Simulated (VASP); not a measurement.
# Li2Se (Fm-3m) in VASP: a series of runs

Runs on Li2Se. Level: PBEsol. Tasks: relaxation of cell and atoms.

Program: VASP 6.6.1. These are calculated values, not measurements. Logs are shortened: lines on timing, memory, paths and dates and some standing lists are left out, and cuts for length are marked.

## (1) The cell of the first run

The structure is cubic, space group Fm-3m (No. 225). Conventional cell: a = 5.945 Å, b = 5.945 Å, c = 5.945 Å, α = 90.00°, β = 90.00°, γ = 90.00°. Within 3.4 Å of Li (site symmetry -43m) lie 4 Se at 2.57 Å and 6 Li at 2.97 Å. Within 3.4 Å of Se (site symmetry m-3m) lie 8 Li at 2.57 Å.

## (2) Relaxation of cell and atoms, PBEsol, target pressure 2 GPa, at which the enthalpy is minimised

File INCAR:

```
  ALGO = Normal
  EDIFF = 1E-7
  EDIFFG = -0.002
  ENCUT = 750
  GGA = PS
  GGA_COMPAT = False
  IBRION = 2
  ISIF = 3
  ISMEAR = 0
  LASPH = True
  LCHARG = False
  LREAL = False
  LWAVE = False
  NELM = 120
  NELMIN = 4
  NSW = 100
  PREC = Accurate
  PSTRESS = 20.0
  SIGMA = 0.01
```

File KPOINTS:

```
k-points
0
Gamma
  8 8 8
```

File POSCAR:

```
Li2Se
1.0
    2.9723716276      2.9723716276      0.0000000000
   -2.9723716276      2.9723716276      0.0000000000
    0.0000000000      2.9723716276      2.9723716276
Li Se
2 1
Direct
    0.2500000000      0.7500000000      0.5000000000
    0.7500000000      0.2500000000      0.5000000000
    0.0000000000      0.0000000000      0.0000000000
```

Potentials or basis: VASP PAW PBE potentials, release 64 (Li_sv, Se).

Command:

```sh
$ cat potpaw_PBE.64/Li_sv/POTCAR potpaw_PBE.64/Se/POTCAR > POTCAR
$ mpirun -np 1 vasp_std > vasp.out
```

OUTCAR:

```text
EDIFF = 1E-7
   EDIFFG = -0.002
   ENCUT = 750
   GGA = PS
   IBRION = 2
   ISIF = 3
   ISMEAR = 0
   LASPH = True
   LREAL = False
   NELM = 120
   NELMIN = 4
   NSW = 100
   PREC = Accurate
   PSTRESS = 20.0

 ion  position               nearest neighbor table
   1  0.250  0.750  0.500-   3 2.57   3 2.57   3 2.57   3 2.57
   2  0.750  0.250  0.500-   3 2.57   3 2.57   3 2.57   3 2.57
   3  0.000  0.000  0.000-   2 2.57   1 2.57   1 2.57   2 2.57   1 2.57   2 2.57   2 2.57   1 2.57

  LATTYP: Found a face centered cubic cell.
 ALAT       =     5.9447432552

  Lattice vectors:

 A1 = (   0.0000000000,   2.9723716276,   2.9723716276)
 A2 = (   2.9723716276,   0.0000000000,   2.9723716276)
 A3 = (   2.9723716276,   2.9723716276,   0.0000000000)

Analysis of symmetry for initial positions (statically):
=====================================================================
 Subroutine PRICEL returns:
 Original cell was already a primitive cell.

 Routine SETGRP: Setting up the symmetry group for a
 face centered cubic supercell.

 Subroutine GETGRP returns: Found 48 space group operations
 (whereof 48 operations were pure point group operations)
 out of a pool of 48 trial point group operations.

The static configuration has the point symmetry O_h .

Analysis of symmetry for dynamics (positions and initial velocities):
=====================================================================
 Subroutine PRICEL returns:
 Original cell was already a primitive cell.

 Routine SETGRP: Setting up the symmetry group for a
 face centered cubic supercell.

 Subroutine GETGRP returns: Found 48 space group operations
 (whereof 48 operations were pure point group operations)
 out of a pool of 48 trial point group operations.

The dynamic configuration has the point symmetry O_h .

 Subroutine INISYM returns: Found 48 space group operations
 (whereof 48 operations are pure point group operations),
 and found     1 'primitive' translations

----------------------------------------------------------------------------------------

                                     Primitive cell

  volume of cell :      52.5218

  direct lattice vectors                    reciprocal lattice vectors
     2.972371628  2.972371628  0.000000000     0.168215843  0.168215843 -0.168215843
    -2.972371628  2.972371628  0.000000000    -0.168215843  0.168215843 -0.168215843
     0.000000000  2.972371628  2.972371628     0.000000000  0.000000000  0.336431687

  length of vectors
     4.203568268  4.203568268  4.203568268     0.291358387  0.291358387  0.336431687

  position of ions in fractional coordinates (direct lattice)
     0.250000000  0.750000000  0.500000000
     0.750000000  0.250000000  0.500000000
     0.000000000  0.000000000  0.000000000

  ion indices of the primitive-cell ions
   primitive index   ion index
                 1           1
                 2           2
                 3           3

----------------------------------------------------------------------------------------

 KPOINTS: k-points

Automatic generation of k-mesh.
 Grid dimensions read from file:
 generate k-points for:    8    8    8

 Generating k-lattice:

  Cartesian coordinates                     Fractional coordinates (reciprocal lattice)
     0.021026980  0.021026980 -0.021026980     0.125000000  0.000000000  0.000000000
    -0.021026980  0.021026980 -0.021026980     0.000000000  0.125000000  0.000000000
     0.000000000  0.000000000  0.042053961     0.000000000  0.000000000  0.125000000

  Length of vectors
     0.036419798  0.036419798  0.042053961

  Shift w.r.t. Gamma in fractional coordinates (k-lattice)
     0.000000000  0.000000000  0.000000000

 Subroutine IBZKPT returns following result:
 ===========================================

 Found     29 irreducible k-points:

 Following reciprocal coordinates:
            Coordinates               Weight
  0.000000  0.000000  0.000000      1.000000
  0.125000  0.000000  0.000000      8.000000
  0.250000  0.000000  0.000000      8.000000
  0.375000  0.000000  0.000000      8.000000
  0.500000  0.000000  0.000000      4.000000
  0.125000  0.125000  0.000000     12.000000
[... 16 lines left out ...]
  0.375000  0.250000  0.125000     48.000000
  0.500000  0.250000  0.125000     24.000000
 [... further k-points ...]
   k-points           NKPTS =     29   k-points in BZ     NKDIM =     29   number of bands    NBANDS=     10
   number of dos      NEDOS =    301   number of ions     NIONS =      3
   total plane-waves  NPLWV =  64000
   dimension x,y,z NGX =    40 NGY =   40 NGZ =   40
   dimension x,y,z NGXF=    80 NGYF=   80 NGZF=   80
   ions per type =               2   1
   NGX,Y,Z   is equivalent  to a cutoff of  15.82, 15.82, 15.82 a.u.
   NGXF,Y,Z  is equivalent  to a cutoff of  31.64, 31.64, 31.64 a.u.
 SYSTEM =  unknown system
   PREC   = accura    normal or accurate (medium, high low for compatibility)
   ISTART =      0    job   : 0-new  1-cont  2-samecut
   ICHARG =      2    charge: 1-file 2-atom 10-const
   ISPIN  =      1    spin polarized calculation?
   LNONCOLLINEAR =      F non collinear calculations
   LSORBIT =      F    spin-orbit coupling
   LASPH  =      T    aspherical Exc in radial PAW
   ENCUT  =  750.0 eV  55.12 Ry    7.42 a.u.   9.39  9.39  9.39*2*pi/ulx,y,z
   NELM   =    120;   NELMIN=  4; NELMDL= -5     # of ELM steps
   EDIFF  = 0.1E-06   stopping-criterion for ELM
   LREAL  =      F    real-space projection
   EDIFFG = -.2E-02   stopping-criterion for IOM
   NSW    =    100    number of steps for IOM
   IBRION =      2    ionic relax: 0-MD 1-quasi-New 2-CG
   NFREE  =      1    steps in history (QN), initial steepest desc. (CG)
   ISIF   =      3    stress and relaxation
   ISYM   =      2    0-nonsym 1-usesym 2-fastsym
   POTIM  = 0.5000    time-step for ionic-motion
   TEBEG  =    0.0;   TEEND  =   0.0 temperature during run
   PSTRESS=   20.0 pullay stress
   NELECT =      12.0000    total number of electrons
   NUPDOWN=      -1.0000    fix difference up-down
   EMIN   =  10.00;   EMAX   =-10.00  energy-range for DOS
   EFERMI =   0.00;   METHOD = LEGACY
   ISMEAR =     0;   SIGMA  =   0.01  broadening in eV -4-tet -1-fermi 0-gaus
   EFERMI_NEDOS =   21; number of points for ismear=-14 and -15
   IALGO  =     38    algorithm
   IMIX   =      4    mixing-type and parameters
     AMIX     =   0.40;   BMIX     =  1.00
     AMIX_MAG =   1.60;   BMIX_MAG =  1.00
  volume/ion in A,a.u.               =      17.51       118.14
  Fermi-wavevector in a.u.,A,eV,Ry     =   1.000819  1.891273 13.628117  1.001638
  Thomas-Fermi vector in A             =   2.133200
   LORBIT       =      0    0 simple, 1 ext, 2 COOP (PROOUT), +10 PAW based schemes
   GGA     = PS    functional components
   LHFCALC =     F    Hartree Fock is set to
   AEXX    =    0.0000 exact exchange contribution
   IVDW    =     0    specifies the selected vdW correction
   LEPSILON=     F    determine dielectric tensor
   LRPA    =     F    only Hartree local field effects (RPA)
 conjugate gradient relaxation of ions
 non-spin polarized calculation
 Gauss-broadening in eV      SIGMA  =   0.01
  energy-cutoff  :      750.00
  volume of cell :       52.52
 maximum number of plane-waves:      2469
 NGX is ok and might be reduce to    40
   NGX = 19   NGY = 19   NGZ = 19

--------------------------------------- Ionic step        1  -------------------------------------------

 number of electron      12.0000000 magnetization

 Free energy of the ion-electron system (eV)
  ---------------------------------------------------
  ext. energy  EPLUGINS =         0.00000000
  ---------------------------------------------------
  free energy    TOTEN  =       -11.55990792 eV

  energy without entropy =      -11.55990792  energy(sigma->0) =      -11.55990792

 E-fermi :   1.1652     XC(G=0):  -8.4922

 val. band max:        1.0916627862   @ k =   0.0000   0.0000   0.0000
 cond. band min:       3.9001958474   @ k =   0.5000   0.5000   0.0000
 fundamental gap:      2.8085330613
 Fermi energy:         1.1651568308

 k-point     1 :       0.0000    0.0000    0.0000
  band No.  band energies     occupation
      1     -42.8792      2.00000
      2     -42.8502      2.00000
      3     -10.3994      2.00000
      4       1.0917      2.00000
      5       1.0917      2.00000
      6       1.0917      2.00000
      7       4.4562      0.00000
      8       6.6711      0.00000
      9       6.6711      0.00000
     10       6.6711      0.00000

 k-point     2 :       0.1250    0.0000    0.0000
  band No.  band energies     occupation
      1     -42.8780      2.00000
      2     -42.8512      2.00000
      3     -10.3478      2.00000
      4       0.4019      2.00000
      5       0.9939      2.00000
      6       0.9939      2.00000
      7       4.9597      0.00000
      8       6.9076      0.00000
      9       6.9076      0.00000
     10       7.0627      0.00000

 k-point     3 :       0.2500    0.0000    0.0000
  band No.  band energies     occupation
      1     -42.8747      2.00000
      2     -42.8542      2.00000
      3     -10.2163      2.00000
      4      -0.7556      2.00000
      5       0.7853      2.00000
      6       0.7853      2.00000
      7       5.6191      0.00000
      8       7.2208      0.00000
      9       7.2208      0.00000
     10       7.9962      0.00000
[... 373 lines left out ...]
 POSITION                                       TOTAL-FORCE (eV/Angst)
 -----------------------------------------------------------------------------------
     -1.46171      4.38513      1.46171        -0.000000     -0.000000     -0.000000
      1.46171      4.38513      1.46171         0.000000      0.000000      0.000000
      0.00000      2.92342      2.92342        -0.000000     -0.000000      0.000000
 -----------------------------------------------------------------------------------
    total drift:                                0.000000      0.000000      0.000000

  FREE ENERGIE OF THE ION-ELECTRON SYSTEM (eV)
  ---------------------------------------------------
  free  energy   TOTEN  =       -11.5446265629 eV

  energy  without entropy=      -11.5446265629  energy(sigma->0) =      -11.54462656

  enthalpy is  TOTEN    =       -10.9208606002 eV   P V=        0.6237659627

--------------------------------------- Ionic step        4  -------------------------------------------

 number of electron      11.9999998 magnetization

 Free energy of the ion-electron system (eV)
  ---------------------------------------------------
  ext. energy  EPLUGINS =         0.00000000
  ---------------------------------------------------
  free energy    TOTEN  =       -11.54399877 eV

  energy without entropy =      -11.54399877  energy(sigma->0) =      -11.54399877

 E-fermi :   1.5158     XC(G=0):  -8.6833

 val. band max:        1.3984972708   @ k =   0.0000   0.0000   0.0000
 cond. band min:       4.1563644034   @ k =   0.5000   0.5000   0.0000
 fundamental gap:      2.7578671326
 Fermi energy:         1.5158218706

 k-point     1 :       0.0000    0.0000    0.0000
  band No.  band energies     occupation
      1     -42.5003      2.00000
      2     -42.4647      2.00000
      3     -10.2383      2.00000
      4       1.3985      2.00000
      5       1.3985      2.00000
      6       1.3985      2.00000
      7       4.9841      0.00000
      8       6.9937      0.00000
      9       6.9937      0.00000
     10       6.9937      0.00000

 k-point     2 :       0.1250    0.0000    0.0000
  band No.  band energies     occupation
      1     -42.4989      2.00000
      2     -42.4660      2.00000
      3     -10.1817      2.00000
      4       0.6693      2.00000
      5       1.2922      2.00000
      6       1.2922      2.00000
      7       5.4863      0.00000
      8       7.2436      0.00000
      9       7.2436      0.00000
     10       7.4376      0.00000

 k-point     3 :       0.2500    0.0000    0.0000
  band No.  band energies     occupation
      1     -42.4947      2.00000
      2     -42.4696      2.00000
      3     -10.0367      2.00000
      4      -0.5567      2.00000
      5       1.0669      2.00000
      6       1.0669      2.00000
      7       6.1249      0.00000
      8       7.5676      0.00000
      9       7.5676      0.00000
     10       8.4755      0.00000
[... 286 lines left out ...]
 VOLUME and BASIS-vectors are now :
 -----------------------------------------------------------------------------
  energy-cutoff  :      750.00
  volume of cell :       49.92
      direct lattice vectors                 reciprocal lattice vectors
     2.922437815  2.922437815 -0.000000000     0.171090039  0.171090039 -0.171090039
    -2.922437815  2.922437815 -0.000000000    -0.171090039  0.171090039 -0.171090039
     0.000000000  2.922437815  2.922437815    -0.000000000  0.000000000  0.342180078

 POSITION                                       TOTAL-FORCE (eV/Angst)
 -----------------------------------------------------------------------------------
     -1.46122      4.38366      1.46122         0.000000      0.000000      0.000000
      1.46122      4.38366      1.46122        -0.000000     -0.000000     -0.000000
     -2.92244      2.92244     -0.00000         0.000000     -0.000000      0.000000
 -----------------------------------------------------------------------------------
    total drift:                                0.000000      0.000000     -0.000000

  FREE ENERGIE OF THE ION-ELECTRON SYSTEM (eV)
  ---------------------------------------------------
  free  energy   TOTEN  =       -11.5439987653 eV

  energy  without entropy=      -11.5439987653  energy(sigma->0) =      -11.54399877

  enthalpy is  TOTEN    =       -10.9208593174 eV   P V=        0.6231394479

 reached required accuracy - stopping structural energy minimisation
```

It took 74 s on 1 thread of Intel Xeon Platinum 8259CL at 2.50GHz (Skylake/Cascade Lake), shared host; peak memory 0.25 GiB.

Results:

```yaml
Free_energy: -11.5440 eV
Relaxed_volume: 16.64 Å³/atom
Relaxed_cell: a = 4.133 Å, b = 4.133 Å, c = 4.133 Å, α = 60.00°, β = 60.00°, γ = 90.00°
Space_group_after_relaxing_to_0.1_Å: Fm-3m (No. 225)
Energy_change_on_relaxing_the_run_minimises_the_enthalpy: +5.3 meV/atom
Ionic_steps: 4
Pressure_after_relaxing: 2.0 GPa
Band_gap_on_the_k_mesh: 2.76 eV (least direct gap 3.59 eV)
```

Step by step:
| step | energy change (eV) | largest force (eV/Å) | pressure (GPa) | volume (Å³) |
| --- | --- | --- | --- | --- |
| 1 | 0.0000 | 0.0000 | 0.01 | 52.52 |
| 2 | 0.0061 | 0.0000 | 1.22 | 50.89 |
| 3 | 0.0153 | 0.0000 | 1.98 | 49.97 |
| 4 | 0.0159 | 0.0000 | 2.02 | 49.92 |

Final structure:
```yaml
crystal:
  lattice:
    - [2.92244, 2.92244, 0.00000]
    - [-2.92244, 2.92244, 0.00000]
    - [0.00000, 2.92244, 2.92244]
  atoms:
    - { symbol: Li, position: [0.25000, 0.75000, 0.50000] }
    - { symbol: Li, position: [0.75000, 0.25000, 0.50000] }
    - { symbol: Se, position: [0.00000, 0.00000, 0.00000] }
```

Levels at points of the mesh, in eV from the valence-band top:
```tsv
k point	band 3	band 4	band 5	band 6	band 7	band 8	band 9	band 10
(0.00, 0.00, 0.00)	-11.64	0.00	0.00	0.00	3.59	5.60	5.60	5.60
(0.50, 0.00, 0.00)	-11.21	-3.23	-0.60	-0.60	5.36	5.92	5.92	8.12
(0.50, 0.50, 0.00)	-11.08	-2.49	-1.63	-1.63	2.76	6.33	10.76	10.76
```

Caveat: the cell is relaxed towards a set pressure, so the run minimises the enthalpy, not the energy; the PAW data sets were made with another functional, which shifts forces and pressure a little. A k mesh can miss the band edges.

## (3) Relaxation of cell and atoms, PBEsol, target pressure 4 GPa, at which the enthalpy is minimised

File INCAR:

```
ALGO = Normal
EDIFF = 1E-7
EDIFFG = -0.002
ENCUT = 750
GGA = PS
GGA_COMPAT = False
IBRION = 2
ISIF = 3
ISMEAR = 0
LASPH = True
LCHARG = False
LREAL = False
LWAVE = False
NELM = 120
NELMIN = 4
NSW = 100
PREC = Accurate
PSTRESS = 40.0
SIGMA = 0.01
```

KPOINTS is that of step 2.

POSCAR is that of step 2.

Potentials or basis: VASP PAW PBE potentials, release 64 (Li_sv, Se).

Command:

```sh
$ cat potpaw_PBE.64/Li_sv/POTCAR potpaw_PBE.64/Se/POTCAR > POTCAR
$ mpirun -np 1 vasp_std > vasp.out
```

It took 91 s on 1 thread of Intel Xeon Platinum 8259CL at 2.50GHz (Skylake/Cascade Lake), shared host; peak memory 0.26 GiB.

It converged, with:

| Quantity | Value |
| --- | --- |
| Free energy | -11.5057 eV |
| Relaxed volume | 15.95 Å³/atom |
| Relaxed cell | a = 4.075 Å, b = 4.075 Å, c = 4.075 Å, α = 60.00°, β = 60.00°, γ = 90.00° |
| Space group after relaxing (to 0.1 Å) | Fm-3m (No. 225) |
| Energy change on relaxing (the run minimises the enthalpy) | +18.1 meV/atom |
| Ionic steps | 5 |
| Pressure after relaxing | 4.0 GPa |
| Band gap on the k mesh | 2.71 eV (least direct gap 3.78 eV) |

The path:
```
step  energy change (eV)  largest force (eV/Å)  pressure (GPa)  volume (Å³)
   1              0.0000                0.0000            0.01        52.52
   2              0.0251                0.0000            2.60        49.28
   3              0.0524                0.0000            3.93        47.94
   4              0.0546                0.0000            4.02        47.85
   5              0.0542                0.0000            4.00        47.86
```

Final structure:
```
Li Se
1.0
     2.88176    2.88176    0.00000
    -2.88176    2.88176    0.00000
     0.00000    2.88176    2.88176
Li Se
2 1
Direct
  0.25000 0.75000 0.50000
  0.75000 0.25000 0.50000
  0.00000 0.00000 0.00000
```

Levels at points of the mesh, in eV from the valence-band top:
| k point | band 2 | band 3 | band 4 | band 5 | band 6 | band 7 | band 8 | band 9 | band 10 |
| --- | --- | --- | --- | --- | --- | --- | --- | --- | --- |
| (0.00, 0.00, 0.00) | -43.81 | -11.77 | 0.00 | 0.00 | 0.00 | 3.78 | 5.60 | 5.60 | 5.60 |
| (0.50, 0.00, 0.00) | -43.83 | -11.30 | -3.39 | -0.63 | -0.63 | 5.54 | 5.93 | 5.93 | 8.30 |
| (0.50, 0.50, 0.00) | -43.82 | -11.16 | -2.60 | -1.73 | -1.73 | 2.71 | 6.44 | 11.06 | 11.06 |

Caveat: the cell is relaxed towards a set pressure, so the run minimises the enthalpy, not the energy; the PAW data sets were made with another functional, which shifts forces and pressure a little. A k mesh can miss the band edges.
